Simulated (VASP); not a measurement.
# O in VASP: notebook, part 2 of 2

VASP 6.6.1. Earlier steps stand in the parts before.

### Step 3. Single point, PBEsol

File INCAR:

```
PREC = Accurate
ENCUT = 600
EDIFF = 1E-6
ISMEAR = -1
SIGMA = 0.05
LREAL = False
LASPH = True
NELM = 120
ALGO = Normal
ISIF = 2
LWAVE = False
LCHARG = False
GGA = PS
NBANDS = 13
GGA_COMPAT = False
```

File KPOINTS:

```
regular mesh
0
Gamma
  7 7 7
```

File POSCAR:

```
O
1.0
    0.0000000000      2.1986905181      2.1162396236
    2.1986905181      0.0000000000      2.1162396236
    2.1986905181      2.1986905181      0.0000000000
O
2
Direct
    0.2500000000      0.2500000000      0.2500000000
    0.0000000000      0.0000000000      0.0000000000
```

Potentials or basis: VASP PAW PBE potentials, release 64 (O).

Launch:

```
$ cat potpaw_PBE.64/O/POTCAR > POTCAR
$ mpirun -np 1 vasp_std > vasp.out
```

OUTCAR:

```text
PREC = Accurate
   ENCUT = 600
   EDIFF = 1E-6
   ISMEAR = -1
   LREAL = False
   LASPH = True
   NELM = 120
   ISIF = 2
   GGA = PS

 ion  position               nearest neighbor table
   1  0.250  0.250  0.250-   2 1.88   2 1.88   2 1.88   2 1.88
   2  0.000  0.000  0.000-   1 1.88   1 1.88   1 1.88   1 1.88

  LATTYP: Found a body centered tetragonal cell.
 ALAT       =     3.1094179502
 C/A-ratio  =     1.3611805537

  Lattice vectors:

 A1 = (   0.0000000000,  -2.1986905181,  -2.1162396236)
 A2 = (   0.0000000000,   2.1986905181,  -2.1162396236)
 A3 = (   2.1986905181,   0.0000000000,   2.1162396236)

Analysis of symmetry for initial positions (statically):
=====================================================================
 Subroutine PRICEL returns:
 Original cell was already a primitive cell.

 Routine SETGRP: Setting up the symmetry group for a
 body centered tetragonal supercell.

 Subroutine GETGRP returns: Found 16 space group operations
 (whereof  8 operations were pure point group operations)
 out of a pool of 16 trial point group operations.

The static configuration has the point symmetry D_2d.
 The point group associated with its full space group is D_4h.

[... 166 lines left out ...]

 k-point     1 :       0.0000    0.0000    0.0000
  band No.  band energies     occupation
      1     -20.9643      2.00000
      2     -12.4994      2.00000
      3      -3.2478      2.00000
      4      -3.2478      2.00000
      5      -2.9622      2.00000
      6      -0.0253      2.00000
      7       0.1951      1.99999
      8       0.1951      1.99999
      9      10.5168      0.00000
     10      24.1698      0.00000
     11      24.1698      0.00000
     12      24.3187      0.00000
     13      25.0900      0.00000
[... 354 lines left out ...]
  band No.  band energies     occupation
      1     -18.6279      2.00000
      2     -15.9432      2.00000
      3      -5.8449      2.00000
      4      -4.7658      2.00000
      5      -2.0153      2.00000
      6       0.2083      1.99999
      7       1.9269      0.00000
      8       2.2617      0.00000
      9      13.7779      0.00000
     10      15.5806      0.00000
     11      21.6314      0.00000
     12      22.6224      0.00000
     13      29.5950      0.00000

 [... further k-points ...]
[... 5 lines left out ...]
  --------------------------------------------------------------------------------------
  -------------------------------------------------------------------------------------
  Total        0.0013106      0.0013106     -0.3106437      0.0000000      0.0000000      0.0000000
  in kB        0.1026253      0.1026253    -24.3248438      0.0000000      0.0000000      0.0000000
  external PRESSURE =      -8.0398644 kB  Pullay stress =       0.0000000 kB

 VOLUME and BASIS-vectors are now :
 -----------------------------------------------------------------------------
  energy-cutoff  :      600.00
  volume of cell :       20.46
      direct lattice vectors                 reciprocal lattice vectors
     0.000000000  2.198690518  2.116239624    -0.227408085  0.227408085  0.236268140
     2.198690518  0.000000000  2.116239624     0.227408085 -0.227408085  0.236268140
     2.198690518  2.198690518  0.000000000     0.227408085  0.227408085 -0.236268140

 POSITION                                       TOTAL-FORCE (eV/Angst)
 -----------------------------------------------------------------------------------
      1.09935      1.09935      1.05812         0.000000      0.000000     -0.000000
      0.00000      0.00000      0.00000        -0.000000     -0.000000      0.000000
 -----------------------------------------------------------------------------------
    total drift:                               -0.000000      0.000000      0.000000

  FREE ENERGIE OF THE ION-ELECTRON SYSTEM (eV)
  ---------------------------------------------------
  free  energy   TOTEN  =        -6.7730676632 eV

  energy  without entropy=       -6.7622697470  energy(sigma->0) =       -6.76766871
```

OSZICAR:

```text
N       E                     dE             d eps       ncg     rms          rms(c)
DAV:   1     0.398240055754E+02    0.39824E+02   -0.71425E+03  1056   0.983E+02
DAV:   2    -0.565195282055E+01   -0.45476E+02   -0.43258E+02  1257   0.193E+02
DAV:   3    -0.677321105924E+01   -0.11213E+01   -0.11169E+01  1310   0.281E+01
DAV:   4    -0.677609950464E+01   -0.28884E-02   -0.28883E-02  1245   0.169E+00
DAV:   5    -0.677610925699E+01   -0.97523E-05   -0.97523E-05  1360   0.898E-02    0.838E-01
DAV:   6    -0.677281350354E+01    0.32958E-02   -0.58314E-03  1265   0.706E-01    0.438E-01
DAV:   7    -0.677296243327E+01   -0.14893E-03   -0.22891E-03  1325   0.461E-01    0.123E-01
DAV:   8    -0.677305846795E+01   -0.96035E-04   -0.18575E-04  1330   0.116E-01    0.144E-02
DAV:   9    -0.677306695040E+01   -0.84825E-05   -0.74922E-06  1260   0.194E-02    0.328E-03
DAV:  10    -0.677306766316E+01   -0.71277E-06   -0.31072E-07  1050   0.477E-03
   1 F= -.67730677E+01 E0= -.67676687E+01  d E =-.107979E-01
```

stdout:

```text
POSCAR found type information on POSCAR O
 POSCAR found :  1 types and       2 ions
 scaLAPACK will be used
 -----------------------------------------------------------------------------
|                                                                             |
|                                                                             |
|     You enforced a specific xc type in the INCAR file but a different       |
|     I HOPE YOU KNOW WHAT YOU ARE DOING!                                     |
|                                                                             |
 -----------------------------------------------------------------------------

 LDA part: xc-table for (Slater+PW92), standard interpolation
 POSCAR, INCAR and KPOINTS ok, starting setup
 FFT: planning ... GRIDC
 FFT: planning ... GRID_SOFT
 FFT: planning ... GRID
 WAVECAR not read
 entering main loop
```

It took 4.5 s on 1 thread of Intel Xeon 6975P-C (Granite Rapids), shared host; peak memory 0.13 GiB.

What came out:

```yaml
Free_energy: -6.7731 eV
Pressure: -0.8 GPa
Band_gap_on_the_k_mesh: zero (bands 6 and 7 overlap by 0.97 eV)
```

Stress tensor (GPa, compression positive):
```
 0.01  0.00  0.00
 0.00  0.01  0.00
 0.00  0.00 -2.43
```

Caveat: the PAW data sets were made with another functional, which shifts forces and pressure a little.

### Step 4. Single point, PBEsol

File INCAR:

```
SYSTEM = O
ALGO = Normal
EDIFF = 1E-6
ENCUT = 600
GGA = PS
GGA_COMPAT = .False.
ISIF = 2
ISMEAR = -1
LASPH = .True.
LCHARG = .True.
LELF = .True.
LREAL = .False.
LVHAR = .True.
LWAVE = .False.
NBANDS = 13
NELM = 120
PREC = Accurate
SIGMA = 0.05
```

File KPOINTS:

```
k-points
0
Gamma
  7 7 7
  0 0 0
```

File POSCAR:

```
O
1.0
    0.0000000000      2.1443795049      2.2247937364
    2.1443795049      0.0000000000      2.2247937364
    2.1443795049      2.1443795049      0.0000000000
O
2
Direct
    0.2500000000      0.2500000000      0.2500000000
    0.0000000000      0.0000000000      0.0000000000
```

Launch:

```
$ cat potpaw_PBE.64/O/POTCAR > POTCAR
$ mpirun -np 1 vasp_std > vasp.out
```

Wall time 5.7 s (1 thread of Intel Xeon 6975P-C (Granite Rapids), shared host); peak memory 0.14 GiB.

Results (log left out):

* Free energy: -6.7719 eV
* Pressure: -0.8 GPa
* Band gap on the k mesh: zero (bands 6 and 7 overlap by 1.12 eV)

Stress tensor (GPa, compression positive):
```
-1.28  0.00  0.00
 0.00 -1.28  0.00
 0.00  0.00  0.30
```

Levels at points of the mesh, in eV from the Fermi level:
```tsv
k point	band 2	band 3	band 4	band 5	band 6	band 7	band 8	band 9	band 10	band 11
(0.00, 0.00, 0.00)	-13.33	-4.18	-3.89	-3.89	-0.78	-0.78	-0.57	9.68	23.07	23.38
```

Caveat: the PAW data sets were made with another functional, which shifts forces and pressure a little.

### Step 5. Single point, PBEsol

This run uses another cell than the first one, of the same volume but with other edges.

File INCAR:

```
PREC     = Accurate       # precision mode
ENCUT    = 600            # plane-wave cutoff, eV
EDIFF    = 1E-6           # SCF threshold, eV
ISMEAR   = -1             # smearing method
SIGMA    = 0.05           # smearing width, eV
LREAL    = F              # projectors in reciprocal space
LASPH    = T              # aspherical terms in the spheres
NELM     = 120            # most SCF steps
ALGO     = Normal         # electronic algorithm
ISIF     = 2              # what is computed and relaxed
LWAVE    = F              # write WAVECAR
LCHARG   = F              # write CHGCAR
GGA      = PS             # functional
NBANDS   = 13             # bands
GGA_COMPAT= F
```

File KPOINTS:

```
regular mesh
0
Gamma
  7 7 7
```

File POSCAR:

```
O
1.0
    0.0000000000      2.1191491687      2.2780853564
    2.1191491687      0.0000000000      2.2780853564
    2.1191491687      2.1191491687      0.0000000000
O
2
Direct
    0.2500000000      0.2500000000      0.2500000000
    0.0000000000      0.0000000000      0.0000000000
```

Launch:

```
$ cat potpaw_PBE.64/O/POTCAR > POTCAR
$ mpirun -np 1 vasp_std > vasp.out
```

It took 5 s on 1 thread of Intel Xeon 6975P-C (Granite Rapids), shared host; peak memory 0.14 GiB.

Results (log left out):

* Free energy: -6.7785 eV
* Pressure: -1.2 GPa
* Band gap on the k mesh: zero (bands 6 and 7 overlap by 1.14 eV)

Stress tensor (GPa, compression positive):
```
-2.26  0.00  0.00
 0.00 -2.26  0.00
 0.00  0.00  1.03
```

Levels at points of the mesh, in eV from the Fermi level:
| k point | band 3 | band 4 | band 5 | band 6 | band 7 | band 8 | band 9 | band 10 |
| --- | --- | --- | --- | --- | --- | --- | --- | --- |
| (0.00, 0.00, 0.00) | -4.35 | -3.77 | -3.77 | -0.83 | -0.83 | -0.40 | 9.72 | 22.57 |

Caveat: the PAW data sets were made with another functional, which shifts forces and pressure a little.

### Step 6. Summary

| cell | gap on the mesh (eV) | pressure (GPa) |
| --- | --- | --- |
| a = 3.070 Å, angles 60.0°, 2 atoms | none | -0.6 |
| a = 3.052, b = 3.052, c = 3.109 Å, angles 59.4, 59.4, 61.3°, 2 atoms | none | -0.8 |
| a = 3.090, b = 3.090, c = 3.033 Å, angles 60.6, 60.6, 58.8°, 2 atoms | none | -0.8 |
| a = 3.111, b = 3.111, c = 2.997 Å, angles 61.2, 61.2, 57.6°, 2 atoms | none | -1.2 |

Alike in all rows: task single point; level PBEsol; potentials or basis VASP PAW PBE potentials, release 64 (O); no spin polarisation; k mesh 7 × 7 × 7; cutoff (eV) 600; smearing fermi-dirac 0.05 eV.

Caveats: the PAW data sets were made with another functional, which shifts forces and pressure a little.

Total energies depend on the potentials used, so only differences within one code and one set of settings carry meaning.
